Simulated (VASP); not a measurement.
Runs of VASP 6.6.1 on ZnS. The structure is that of space group I-4m2 (No. 119), or close to it. The cells are those of the table. 

| cell | gap on the mesh (eV) | pressure (GPa) |
| --- | --- | --- |
| a = 3.956, b = 3.956, c = 3.811 Å, angles 61.2, 61.2, 57.6°, 2 atoms | 2.27 | -4.9 |
| a = 3.740, b = 3.740, c = 3.811 Å, angles 59.4, 59.4, 61.3°, 2 atoms | 2.80 | 3.3 |
| a = 3.536, b = 3.536, c = 3.811 Å, angles 57.4, 57.4, 65.2°, 2 atoms | (b) | 17.1 |
| a = 3.603, b = 3.603, c = 3.811 Å, angles 58.1, 58.1, 63.9°, 2 atoms | 2.78 | (a) |
| a = 4.031, b = 4.031, c = 3.811 Å, angles 61.8, 61.8, 56.4°, 2 atoms | 2.03 | (c) |
| a = 4.068, b = 4.068, c = 3.811 Å, angles 62.1, 62.1, 55.9°, 2 atoms | 1.91 | -7.6 |
| a = 3.671, b = 3.671, c = 3.811 Å, angles 58.7, 58.7, 62.5°, 2 atoms | 2.91 | 7.0 |
| a = 4.106, b = 4.106, c = 3.811 Å, angles 62.4, 62.4, 55.3°, 2 atoms | 1.79 | -8.3 |

Alike in all rows: task single point; level r2SCAN; potentials or basis VASP PAW PBE potentials, release 64 (Zn, S); no spin polarisation; k mesh 8 × 8 × 8; cutoff (eV) 520; smearing gaussian 0.05 eV.

Problem. Estimate the missing entries.

Solution. (a) 11.6; (b) 2.48; (c) -6.8.

Caveats: the PAW data sets were made with another functional, which shifts forces and pressure a little.

A k mesh can miss the band edges.
